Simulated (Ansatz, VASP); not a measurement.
# AlN: VASP beside Ansatz

```
CELL_PARAMETERS angstrom
4.37714 0.00000 0.00000
0.00000 -4.37714 0.00000
0.00000 0.00000 -4.37714
ATOMIC_POSITIONS crystal
Al 0.91858 0.11514 0.91858
Al 0.50000 0.50000 0.00000
Al 0.50000 0.00000 0.50000
Al 0.00000 0.50000 0.50000
N 0.75000 0.75000 0.75000
N 0.25000 0.25000 0.75000
N 0.25000 0.75000 0.25000
N 0.75000 0.25000 0.25000
```

Alike in both runs: task single point; functional PBEsol; k mesh 6 × 6 × 6; occupations gaussian, width 0.05 eV; no spin polarisation.

|  | VASP | Ansatz |
| --- | --- | --- |
| version | VASP 6.6.1 | Ansatz 0.2.0 |
| potentials or method | VASP PAW PBE potentials, release 64 (Al, N), cutoff 520 eV | scalar-relativistic, plane waves, PAW |
| valence electrons in the cell | 32 | 32 |

Ansatz gave:

| Quantity | Value |
| --- | --- |
| gap on the k mesh at the Fermi level (eV) | none |
| pressure (GPa) | 7.2 |
| traceless stress, the component that is largest in VASP (GPa) | -5.09 |
| rms of the force components (eV/Å) | 1.962 |

Q: What did VASP give for the same quantities?

A: gap on the k mesh at the Fermi level (eV): none; pressure (GPa): 7.3; traceless stress, the component that is largest in VASP (GPa): -5.14; rms of the force components (eV/Å): 1.967.

VASP's potentials were made for PBE, not for PBEsol, and Ansatz warns of the same on its side. Atom by atom the forces differ by 0.016 eV/Å (rms over components). A gap of «none» marks a metal or a gap that the smearing closes. The functional is the same, so the differences come from potentials, cutoffs and numerics.
